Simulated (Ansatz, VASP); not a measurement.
Two plane-wave programs on SrO

```
CELL_PARAMETERS angstrom
0.00000 2.56980 2.50556
2.56980 0.00000 2.50556
2.56980 2.56980 0.00000
ATOMIC_POSITIONS crystal
Sr 0.00000 0.00000 0.00000
O 0.50000 0.50000 0.50000
```

Change from the starting cell: strain +0.000 along x and y, -0.025 along z, atoms carried along.

Alike in both runs: task single point; functional LDA; k mesh 8 × 8 × 8; occupations gaussian, width 0.05 eV; no spin polarisation.

|  | VASP | Ansatz |
| --- | --- | --- |
| version | VASP 6.6.1 | Ansatz 0.2.0 |
| potentials or method | VASP PAW LDA potentials, release 64 (Sr_sv, O), cutoff 520 eV | scalar-relativistic, plane waves, PAW |
| valence electrons in the cell | 16 | 16 |

Ansatz gave:

| Quantity | Value |
| --- | --- |
| gap on the k mesh at the Fermi level (eV) | 3.00 |
| least direct gap on the mesh (eV) | 3.14 |
| pressure (GPa) | -1.8 |
| traceless stress, the component that is largest in VASP (GPa) | 2.49 |

Question: What did VASP give for the same quantities?

Answer: gap on the k mesh at the Fermi level (eV): 2.94; least direct gap on the mesh (eV): 3.09; pressure (GPa): -1.0; traceless stress, the component that is largest in VASP (GPa): 2.65.

LDA's correlation is that of Perdew and Zunger in VASP and of Perdew and Wang (1992) in Ansatz.
